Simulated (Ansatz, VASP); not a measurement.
## Two plane-wave programs on NaH

POSCAR

```
NaH
1.0
    0.0000000000      2.4603834864      2.4116678934
    2.4603834864      0.0000000000      2.4116678934
    2.4603834864      2.4603834864      0.0000000000
Na H
1 1
Direct
    0.0000000000      0.0000000000      0.0000000000
    0.5000000000      0.5000000000      0.5000000000
```

INCAR.step1

```
PREC = Accurate
ENCUT = 520
ISMEAR = -1
SIGMA = 0.2
LREAL = False
LASPH = True
NELM = 80
NBANDS = 11
GGA = PE
ALGO = Normal
EDIFF = 1E-4
LWAVE = True
LCHARG = False
```

The input INCAR.step2:

```
PREC = Accurate
ENCUT = 520
EDIFF = 1E-6
ISMEAR = -1
SIGMA = 0.2
LREAL = False
LASPH = True
NELM = 80
ALGO = Normal
ISIF = 2
LWAVE = False
LCHARG = True
METAGGA = R2SCAN
LMIXTAU = True
LELF = True
LVHAR = True
NBANDS = 11
ISTART = 1
```

The input KPOINTS:

```
Automatic mesh
0
Gamma
  10 10 10
```

Input for Ansatz:

```yaml
crystal:
  lattice:
    - [0.0, 2.4603834864, 2.4116678934]
    - [2.4603834864, 0.0, 2.4116678934]
    - [2.4603834864, 2.4603834864, 0.0]
  atoms:
    - { symbol: Na, position: [0.0, 0.0, 0.0] }
    - { symbol: H, position: [0.5, 0.5, 0.5] }
basis:
  ecutwfc: 520.0
kpoints:
  mp_grid: { grid: [10, 10, 10] }
hamiltonian:
  xc: r2scan
scf:
  occupations: { method: fermi_dirac, width: 0.2 }
output:
  forces: true
  stress: true
  eigenvalues: true
```

Alike in both runs: task single point; functional r2SCAN; k mesh 10 × 10 × 10; occupations fermi-dirac, width 0.2 eV; no spin polarisation.

```csv
,VASP,Ansatz
version,VASP 6.6.1,Ansatz 0.2.0
potentials or method,"VASP PAW PBE potentials, release 64 (Na_pv, H), cutoff 520 eV","scalar-relativistic, plane waves, PAW"
valence electrons in the cell,8,10
```

```tsv
	VASP	Ansatz	Ansatz less VASP
gap on the k mesh at the Fermi level (eV)	4.30	4.29	-0.010
least direct gap on the mesh (eV)	5.13	5.13	+0.009
pressure (GPa)	-1.4	-1.3	+0.12
traceless stress, the component that is largest in VASP (GPa)	0.41	0.39	-0.024
```

VASP's potentials were made for PBE, not for r2SCAN. VASP's potentials hold 8 valence electrons a cell and Ansatz's 10, so a difference there can come from the potentials and not from the codes.
